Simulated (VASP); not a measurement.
Wanted: the native input for a VASP 6.6.1 run.

```yaml
Task: single point
Functional: PBE
Potentials_or_basis: VASP PAW PBE potentials, release 64 (Hf_pv, O)
Cutoff: 520 eV
k_mesh: 6 × 6 × 4
Occupations: gaussian, width 0.02 eV
Spin: no spin polarisation
Dipole_correction: no
Further_INCAR_settings: ALGO = Normal; EDIFF = 1e-06; NBANDS = 31
```

The structure of HfO2 lies in POSCAR:

```
HfO2
1.0
    3.5580190000      0.0000000000      0.0000000000
    0.0000000000      3.5580190000      0.0000000000
    0.0000000000      0.0000000000      5.1718610000
Hf O
2 4
Direct
    0.5000000000      0.5000000000      0.5000000000
    0.0000000000      0.0000000000      0.0000000000
    0.0000000000      0.5000000000      0.6972080000
    0.5000000000      0.0000000000      0.8027920000
    0.5000000000      0.0000000000      0.3027920000
    0.0000000000      0.5000000000      0.1972080000
```

These files were run (other wordings do the same):

INCAR

```
SYSTEM = HfO2
PREC = Accurate
ENCUT = 520
EDIFF = 1E-6
ISMEAR = 0
SIGMA = 0.02
LREAL = .False.
LASPH = .True.
NELM = 60
ALGO = Normal
ISIF = 2
LWAVE = .False.
LCHARG = .True.
GGA = PE
LELF = .True.
LVHAR = .True.
NBANDS = 31
```

KPOINTS

```
Automatic mesh
0
Gamma
  6 6 4
  0 0 0
```

Potentials or basis: VASP PAW PBE potentials, release 64 (Hf_pv, O).

Run with:

```console
$ cat potpaw_PBE.64/Hf_pv/POTCAR potpaw_PBE.64/O/POTCAR > POTCAR
$ mpirun -np 1 vasp_std > vasp.out
```

Results of the run:

- Pressure: 6.5 GPa
- Largest force: 0.099 eV/Å
- Band gap on the k mesh: 4.76 eV (least direct gap 4.83 eV)

Caveat: the cell stands under pressure; spin-orbit coupling is left out, which moves the levels of the heavy elements.

Wall time 110 s on 1 thread of AMD EPYC 7R13, on a shared host, peak memory 0.18 GiB.
